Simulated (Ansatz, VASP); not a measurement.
## Two plane-wave programs on H6C2O

```
C O H
1.0
     6.77081    0.00000    0.00000
     0.00000    6.77081    0.00000
     0.00000    0.00000    6.77081
C O H
8 4 24
Direct
  0.58740 0.90599 0.75841
  0.42547 0.89681 0.60514
  0.05604 0.44324 0.56282
  0.92952 0.50417 0.73579
  0.58598 0.31095 0.26888
  0.39865 0.31304 0.14878
  0.12202 0.87142 0.13972
  0.91747 0.88311 0.22605
  0.48691 0.76539 0.45067
  0.00303 0.41379 0.91348
  0.39113 0.48937 0.03541
  0.81689 0.70394 0.18188
  0.37882 0.74846 0.35962
  0.28805 0.84162 0.67122
  0.39553 0.04399 0.54462
  0.55319 0.01732 0.86944
  0.60530 0.76452 0.83295
  0.72752 0.94754 0.68943
  0.93334 0.47725 0.02219
  0.93267 0.66514 0.75413
  0.77498 0.46077 0.71319
  0.00630 0.52047 0.43073
  0.21104 0.47983 0.58949
  0.04566 0.28453 0.53585
  0.26465 0.48295 0.96655
  0.39313 0.18476 0.05038
  0.26860 0.30384 0.24571
  0.60442 0.17018 0.34449
  0.71245 0.33113 0.17153
  0.58642 0.42867 0.37849
  0.69412 0.70653 0.25577
  0.92525 0.90392 0.38691
  0.83803 0.00978 0.16435
  0.21713 0.98516 0.20127
  0.18618 0.72640 0.16873
  0.12016 0.89129 0.97994
```

Alike in both runs: functional r2SCAN; dispersion D3(BJ); k mesh 1 × 1 × 1; occupations fermi-dirac, width 0.05 eV; no spin polarisation.

Ansatz relaxed the structure, and its values are those at the end. VASP's run is a single point on that final structure, the one shown.

```csv
,VASP,Ansatz
version,VASP 6.6.1,Ansatz 0.2.0
potentials or method,"VASP PAW PBE potentials, release 64 (C_h, O_h, H_h), cutoff 910 eV","scalar-relativistic, plane waves, PAW"
valence electrons in the cell,80,80
```

```tsv
	VASP	Ansatz	Ansatz less VASP
rms of the force components (eV/Å)	0.046	0.048	+0.0014
```

VASP's potentials were made for PBE, not for r2SCAN. Ansatz's warnings: dispersion damping borrowed.

Noted on VASP's run: the cutoff is short for stress, so the pressure is rough.
